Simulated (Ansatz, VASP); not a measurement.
**PbO in VASP and in Ansatz**

The input POSCAR:

```
PbO
1.0
    3.5304311768      0.0000000000      0.0000000000
   -1.7652155884      3.0574430854      0.0000000000
    0.0000000000      0.0000000000      6.4047505306
Pb O
2 2
Direct
    0.0000000000      0.0000000000      0.0000000000
    0.0000000000      0.0000000000      0.5000000000
    0.3333333333      0.6666666667      0.2500000000
    0.6666666667      0.3333333333      0.7500000000
```

Contents of INCAR.step1:

```
PREC     = Accurate       # precision mode
ENCUT    = 520            # plane-wave cutoff, eV
ISMEAR   = -1             # smearing method
SIGMA    = 0.02           # smearing width, eV
LREAL    = F              # projectors in reciprocal space
LASPH    = T              # aspherical terms in the spheres
NELM     = 100            # most SCF steps
NBANDS   = 28             # bands
GGA      = PE             # functional
ALGO     = Normal         # electronic algorithm
EDIFF    = 1E-4           # SCF threshold, eV
LWAVE    = T              # write WAVECAR
LCHARG   = F              # write CHGCAR
```

File INCAR.step2:

```
PREC     = Accurate       # precision mode
ENCUT    = 520            # plane-wave cutoff, eV
EDIFF    = 1E-6           # SCF threshold, eV
ISMEAR   = -1             # smearing method
SIGMA    = 0.02           # smearing width, eV
LREAL    = F              # projectors in reciprocal space
LASPH    = T              # aspherical terms in the spheres
NELM     = 100            # most SCF steps
ALGO     = Normal         # electronic algorithm
ISIF     = 2              # what is computed and relaxed
LWAVE    = F              # write WAVECAR
LCHARG   = F              # write CHGCAR
METAGGA  = R2SCAN         # meta-GGA
LMIXTAU  = T            
NBANDS   = 28             # bands
ISTART   = 1
```

File KPOINTS:

```
Automatic mesh
0
Gamma
  9 9 4
```

Input for Ansatz:

```yaml
crystal:
  lattice:
    - [3.5304311768, 0.0, 0.0]
    - [-1.7652155884, 3.0574430854, 0.0]
    - [0.0, 0.0, 6.4047505306]
  atoms:
    - { symbol: Pb, position: [0.0, 0.0, 0.0] }
    - { symbol: Pb, position: [0.0, 0.0, 0.5] }
    - { symbol: O, position: [0.3333333333, 0.6666666667, 0.25] }
    - { symbol: O, position: [0.6666666667, 0.3333333333, 0.75] }
kpoints:
  mp_grid: { grid: [9, 9, 4] }
hamiltonian:
  xc: r2scan
scf:
  occupations: { method: fermi_dirac, width: 0.02 }
  n_extra_bands: 5
output:
  forces: true
  stress: true
  eigenvalues: true
```

Alike in both runs: task single point; functional r2SCAN; k mesh 9 × 9 × 4; occupations fermi-dirac, width 0.02 eV; no spin polarisation.

```csv
,VASP,Ansatz
version,VASP 6.6.1,Ansatz 0.2.0
potentials or method,"VASP PAW PBE potentials, release 64 (Pb_d, O)","plane waves, PAW"
plane-wave cutoff (eV),520,500
valence electrons in the cell,40,40
```

|  | VASP | Ansatz | Ansatz less VASP |
| --- | --- | --- | --- |
| pressure (GPa) | 3.4 | 3.2 | -0.18 |
| traceless stress, the component that is largest in VASP (GPa) | 0.59 | 0.54 | -0.045 |

VASP's potentials were made for PBE, not for r2SCAN. With one functional, cell and mesh, what is left measures potentials, basis and numerics.

Spin-orbit coupling is off throughout.
